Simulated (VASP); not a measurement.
# Ir (P6_3/mmc) in VASP: single point with PBEsol

Aim: the single point of Ir with PBEsol.

Program: VASP 6.6.1. These are calculated values, not measurements. Logs are shortened: lines on timing, memory, paths and dates and some standing lists are left out, and cuts for length are marked.

### 1 The cell of the first run

Symmetry: P6_3/mmc, No. 194, hexagonal system. Conventional cell: a = 2.751 Å, b = 2.751 Å, c = 4.462 Å, α = 90.00°, β = 90.00°, γ = 120.00°. Ir (site symmetry -6m2) has 12 Ir at 2.74 to 2.75 Å within 3.6 Å.

### 2 Single point, PBEsol

INCAR

```
SYSTEM = Ir
PREC     = Accurate       ! precision mode
ENCUT    = 520            ! plane-wave cutoff, eV
EDIFF    = 1E-6           ! SCF threshold, eV
ISMEAR   = 1              ! smearing method
SIGMA    = 0.05           ! smearing width, eV
LREAL    = .False.        ! projectors in reciprocal space
LASPH    = .True.         ! aspherical terms in the spheres
NELM     = 100            ! most SCF steps
ALGO     = Normal         ! electronic algorithm
ISIF     = 2              ! what is computed and relaxed
LWAVE    = .False.        ! write WAVECAR
LCHARG   = .False.        ! write CHGCAR
GGA      = PS             ! functional
NBANDS   = 16             ! bands
```

KPOINTS

```
Automatic mesh
0
Gamma
  12 12 7
  0 0 0
```

POSCAR

```
Ir
1.0
    2.7513780000      0.0000000000      0.0000000000
   -1.3756890000      2.3827630000      0.0000000000
    0.0000000000      0.0000000000      4.4622900000
Ir
2
Direct
    0.6666666667      0.3333333333      0.7500000000
    0.3333333333      0.6666666667      0.2500000000
```

Potentials or basis: VASP PAW PBE potentials, release 64 (Ir).

On the command line:

```console
$ cat potpaw_PBE.64/Ir/POTCAR > POTCAR
$ mpirun -np 1 vasp_std > vasp.out
```

OUTCAR:

```text
SYSTEM = Ir
   PREC = Accurate
   ENCUT = 520
   EDIFF = 1E-6
   ISMEAR = 1
   LREAL = .False.
   LASPH = .True.
   NELM = 100
   ISIF = 2
   GGA = PS

 ion  position               nearest neighbor table
   1  0.667  0.333  0.750-   2 2.74   2 2.74   2 2.74   2 2.74   2 2.74   2 2.74
   2  0.333  0.667  0.250-   1 2.74   1 2.74   1 2.74   1 2.74   1 2.74   1 2.74

  LATTYP: Found a hexagonal cell.
 ALAT       =     2.7513780000
 C/A-ratio  =     1.6218382207

  Lattice vectors:

 A1 = (   2.7513780000,   0.0000000000,   0.0000000000)
 A2 = (  -1.3756890000,   2.3827630000,   0.0000000000)
 A3 = (   0.0000000000,   0.0000000000,   4.4622900000)

Analysis of symmetry for initial positions (statically):
=====================================================================
 Subroutine PRICEL returns:
 Original cell was already a primitive cell.

 Routine SETGRP: Setting up the symmetry group for a
 hexagonal supercell.

 Subroutine GETGRP returns: Found 24 space group operations
 (whereof 12 operations were pure point group operations)
 out of a pool of 24 trial point group operations.

The static configuration has the point symmetry D_3d.
 The point group associated with its full space group is D_6h.

Analysis of symmetry for dynamics (positions and initial velocities):
=====================================================================
 Subroutine PRICEL returns:
 Original cell was already a primitive cell.

 Routine SETGRP: Setting up the symmetry group for a
 hexagonal supercell.

 Subroutine GETGRP returns: Found 24 space group operations
 (whereof 12 operations were pure point group operations)
 out of a pool of 24 trial point group operations.

The dynamic configuration has the point symmetry D_3d.
 The point group associated with its full space group is D_6h.

 Subroutine INISYM returns: Found 24 space group operations
 (whereof 12 operations are pure point group operations),
 and found     1 'primitive' translations

----------------------------------------------------------------------------------------

                                     Primitive cell

  volume of cell :      29.2542

  direct lattice vectors                    reciprocal lattice vectors
     2.751378000  0.000000000  0.000000000     0.363454240  0.209840425  0.000000000
    -1.375689000  2.382763000  0.000000000     0.000000000  0.419680850  0.000000000
     0.000000000  0.000000000  4.462290000     0.000000000  0.000000000  0.224100182

  length of vectors
     2.751378000  2.751377789  4.462290000     0.419680817  0.419680850  0.224100182

  position of ions in fractional coordinates (direct lattice)
     0.666666667  0.333333333  0.750000000
     0.333333333  0.666666667  0.250000000

  ion indices of the primitive-cell ions
   primitive index   ion index
                 1           1
                 2           2

----------------------------------------------------------------------------------------

 KPOINTS: Automatic mesh

Automatic generation of k-mesh.
 Grid dimensions read from file:
 generate k-points for:   12   12    7

 Generating k-lattice:

  Cartesian coordinates                     Fractional coordinates (reciprocal lattice)
     0.030287853  0.017486702  0.000000000     0.083333333  0.000000000  0.000000000
     0.000000000  0.034973404  0.000000000     0.000000000  0.083333333  0.000000000
     0.000000000  0.000000000  0.032014312     0.000000000  0.000000000  0.142857143

  Length of vectors
     0.034973401  0.034973404  0.032014312

  Shift w.r.t. Gamma in fractional coordinates (k-lattice)
     0.000000000  0.000000000  0.000000000

 Subroutine IBZKPT returns following result:
 ===========================================

 Found     76 irreducible k-points:

 Following reciprocal coordinates:
            Coordinates               Weight
  0.000000  0.000000  0.000000      1.000000
  0.083333  0.000000  0.000000      6.000000
  0.166667  0.000000  0.000000      6.000000
  0.250000 -0.000000  0.000000      6.000000
  0.333333  0.000000  0.000000      6.000000
  0.416667  0.000000  0.000000      6.000000
[... 16 lines left out ...]
  0.250000 -0.000000  0.142857     12.000000
  0.333333  0.000000  0.142857     12.000000
 [... further k-points ...]
   k-points           NKPTS =     76   k-points in BZ     NKDIM =     76   number of bands    NBANDS=     16
   number of dos      NEDOS =    301   number of ions     NIONS =      2
   total plane-waves  NPLWV =  14400
   dimension x,y,z NGX =    20 NGY =   20 NGZ =   36
   dimension x,y,z NGXF=    40 NGYF=   40 NGZF=   72
   ions per type =               2
   NGX,Y,Z   is equivalent  to a cutoff of  12.08, 12.08, 13.41 a.u.
   NGXF,Y,Z  is equivalent  to a cutoff of  24.17, 24.17, 26.82 a.u.
 SYSTEM =  Ir
   PREC   = accura    normal or accurate (medium, high low for compatibility)
   ISTART =      0    job   : 0-new  1-cont  2-samecut
   ICHARG =      2    charge: 1-file 2-atom 10-const
   ISPIN  =      1    spin polarized calculation?
   LNONCOLLINEAR =      F non collinear calculations
   LSORBIT =      F    spin-orbit coupling
   LASPH  =      T    aspherical Exc in radial PAW
   ENCUT  =  520.0 eV  38.22 Ry    6.18 a.u.   5.12  5.12  8.30*2*pi/ulx,y,z
   NELM   =    100;   NELMIN=  2; NELMDL= -5     # of ELM steps
   EDIFF  = 0.1E-05   stopping-criterion for ELM
   LREAL  =      F    real-space projection
   EDIFFG = 0.1E-04   stopping-criterion for IOM
   NSW    =      0    number of steps for IOM
   IBRION =     -1    ionic relax: 0-MD 1-quasi-New 2-CG
   NFREE  =      0    steps in history (QN), initial steepest desc. (CG)
   ISIF   =      2    stress and relaxation
   ISYM   =      2    0-nonsym 1-usesym 2-fastsym
   POTIM  = 0.5000    time-step for ionic-motion
   TEBEG  =    0.0;   TEEND  =   0.0 temperature during run
   PSTRESS=    0.0 pullay stress
   NELECT =      18.0000    total number of electrons
   NUPDOWN=      -1.0000    fix difference up-down
   EMIN   =  10.00;   EMAX   =-10.00  energy-range for DOS
   EFERMI =   0.00;   METHOD = LEGACY
   ISMEAR =     1;   SIGMA  =   0.05  broadening in eV -4-tet -1-fermi 0-gaus
   EFERMI_NEDOS =   21; number of points for ismear=-14 and -15
   IALGO  =     38    algorithm
   IMIX   =      4    mixing-type and parameters
     AMIX     =   0.40;   BMIX     =  1.00
     AMIX_MAG =   1.60;   BMIX_MAG =  1.00
  volume/ion in A,a.u.               =      14.63        98.71
  Fermi-wavevector in a.u.,A,eV,Ry     =   1.392417  2.631287 26.379323  1.938826
  Thomas-Fermi vector in A             =   2.516162
   LORBIT       =      0    0 simple, 1 ext, 2 COOP (PROOUT), +10 PAW based schemes
   GGA     = PS    functional components
   LHFCALC =     F    Hartree Fock is set to
   AEXX    =    0.0000 exact exchange contribution
   IVDW    =     0    specifies the selected vdW correction
   LEPSILON=     F    determine dielectric tensor
   LRPA    =     F    only Hartree local field effects (RPA)
 non-spin polarized calculation
 Methfessel and Paxton  Order N= 1 SIGMA  =   0.05
  energy-cutoff  :      520.00
  volume of cell :       29.25
 maximum number of plane-waves:       801
   NGX = 11   NGY = 11   NGZ = 17

 number of electron      18.0000000 magnetization

 Free energy of the ion-electron system (eV)
  ---------------------------------------------------
  ext. energy  EPLUGINS =         0.00000000
  ---------------------------------------------------
  free energy    TOTEN  =       -19.46060304 eV

  energy without entropy =      -19.46062661  energy(sigma->0) =      -19.46061090

 E-fermi :   9.8365     XC(G=0): -13.9063

 val. band max:        9.8300383620   @ k =   0.3333   0.3333   0.1429
 cond. band min:       9.8399211579   @ k =   0.2500   0.0833   0.4286
 fundamental gap:      0.0098827959
 Fermi energy:         9.8365105081

 k-point     1 :       0.0000    0.0000    0.0000
  band No.  band energies     occupation
      1      -1.1573      2.00000
      2       1.9056      2.00000
      3       6.0151      2.00000
      4       6.1148      2.00000
      5       6.1148      2.00000
      6       6.7421      2.00000
[... 8 lines left out ...]
     15      26.2028      0.00000
     16      27.2053      0.00000

 k-point     2 :       0.0833    0.0000    0.0000
  band No.  band energies     occupation
      1      -0.8954      2.00000
      2       2.1378      2.00000
      3       5.6411      2.00000
      4       6.3336      2.00000
      5       6.4283      2.00000
      6       6.6157      2.00000
[... 8 lines left out ...]
     15      26.5415      0.00000
     16      27.5742      0.00000

 k-point     3 :       0.1667    0.0000    0.0000
  band No.  band energies     occupation
      1      -0.1566      2.00000
      2       2.7176      2.00000
      3       5.1748      2.00000
      4       5.9902      2.00000
      5       6.2188      2.00000
      6       6.9682      2.00000
[... 8 lines left out ...]
     15      27.0250      0.00000
     16      27.3318      0.00000

 k-point     4 :       0.2500   -0.0000    0.0000
  band No.  band energies     occupation
      1       0.8911      2.00000
      2       3.1391      2.00000
      3       4.8110      2.00000
      4       5.0580      2.00000
      5       5.9760      2.00000
      6       6.5444      2.00000
[... 8 lines left out ...]
     15      25.4785      0.00000
     16      25.7334      0.00000
[... 324 lines left out ...]
 k-point    22 :       0.1667    0.0000    0.1429
  band No.  band energies     occupation
      1       0.0428      2.00000
      2       2.7564      2.00000
      3       5.2182      2.00000
      4       5.5632      2.00000
      5       6.0913      2.00000
      6       6.6430      2.00000
[... 8 lines left out ...]
     15      26.4701      0.00000
     16      27.2217      0.00000

 k-point    23 :       0.2500   -0.0000    0.1429
  band No.  band energies     occupation
      1       1.0364      2.00000
      2       3.2139      2.00000
      3       4.6325      2.00000
      4       5.1114      2.00000
      5       5.7649      2.00000
      6       6.5998      2.00000
[... 8 lines left out ...]
     15      25.7369      0.00000
     16      25.7982      0.00000

 k-point    24 :       0.3333    0.0000    0.1429
  band No.  band energies     occupation
      1       1.8885      2.00000
      2       3.0472      2.00000
      3       4.0163      2.00000
      4       5.0664      2.00000
      5       6.2242      2.00000
      6       6.3062      2.00000
[... 8 lines left out ...]
     15      23.8270      0.00000
     16      24.3976      0.00000

 [... further k-points ...]

------------------------ aborting loop because EDIFF is reached ----------------------------------------

  FORCE on cell =-STRESS in cart. coord.  units (eV):
  Direction    XX          YY          ZZ          XY          YZ          ZX
  --------------------------------------------------------------------------------------
  -------------------------------------------------------------------------------------
  Total       -2.2629542     -2.2629537     -2.0526655     -0.0000000     -0.0000000      0.0000000
  in kB     -123.9359912   -123.9359659   -112.4190409     -0.0000000     -0.0000000      0.0000000
  external PRESSURE =    -120.0969994 kB  Pullay stress =       0.0000000 kB

 VOLUME and BASIS-vectors are now :
 -----------------------------------------------------------------------------
  energy-cutoff  :      520.00
  volume of cell :       29.25
      direct lattice vectors                 reciprocal lattice vectors
     2.751378000  0.000000000  0.000000000     0.363454240  0.209840425  0.000000000
    -1.375689000  2.382763000  0.000000000     0.000000000  0.419680850  0.000000000
     0.000000000  0.000000000  4.462290000     0.000000000  0.000000000  0.224100182

 POSITION                                       TOTAL-FORCE (eV/Angst)
 -----------------------------------------------------------------------------------
      1.37569      0.79425      3.34672        -0.000000     -0.000000      0.000000
     -0.00000      1.58851      1.11557         0.000000      0.000000      0.000000
 -----------------------------------------------------------------------------------
    total drift:                               -0.000000      0.000000     -0.000000

  FREE ENERGIE OF THE ION-ELECTRON SYSTEM (eV)
  ---------------------------------------------------
  free  energy   TOTEN  =       -19.4606030371 eV

  energy  without entropy=      -19.4606266129  energy(sigma->0) =      -19.46061090
```

Run time: 45 s. Hardware: 1 thread of AMD EPYC 7R43 (Zen 3), shared host; peak memory 0.12 GiB.

What came out:

- Free energy: -19.4606 eV
- Pressure: -12.0 GPa
- Band gap on the k mesh: zero (band 9 reaches 10.71 eV, above the bottom of band 10 at 7.54 eV)

Caveat: the PAW data sets were made with another functional, which shifts forces and pressure a little; spin-orbit coupling is left out, which moves the levels of the heavy elements.
